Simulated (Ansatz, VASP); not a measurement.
# BP: VASP beside Ansatz

```
P B
1.0
     0.00000    2.26900    2.26900
     2.26900    0.00000    2.26900
     2.26900    2.26900    0.00000
P B
1 1
Direct
  0.75000 0.75000 0.75000
  0.00000 0.00000 0.00000
```

Alike in both runs: functional SVWN5; k mesh 10 × 10 × 10; occupations fermi-dirac, width 0.05 eV; no spin polarisation.

|  | VASP | Ansatz |
| --- | --- | --- |
| version | VASP 6.6.1 | Ansatz 0.2.0 |
| potentials or method | VASP PAW PBE potentials, release 64 (P, B) | Ansatz PAW |
| plane-wave cutoff (eV) | 520 | 420 |
| valence electrons in the cell | 8 | 8 |
| task | single point | band structure |

VASP gave:

```
gap on the k mesh at the Fermi level (eV) : 1.20
least direct gap on the mesh (eV)         : 3.38
pressure (GPa)                            : -4.7
```

**Question.** Estimate Ansatz's values.

**Answer.** gap on the k mesh at the Fermi level (eV): 1.19; least direct gap on the mesh (eV): 3.38; pressure (GPa): -5.3.

VASP's potentials were made for PBE, not for SVWN5.
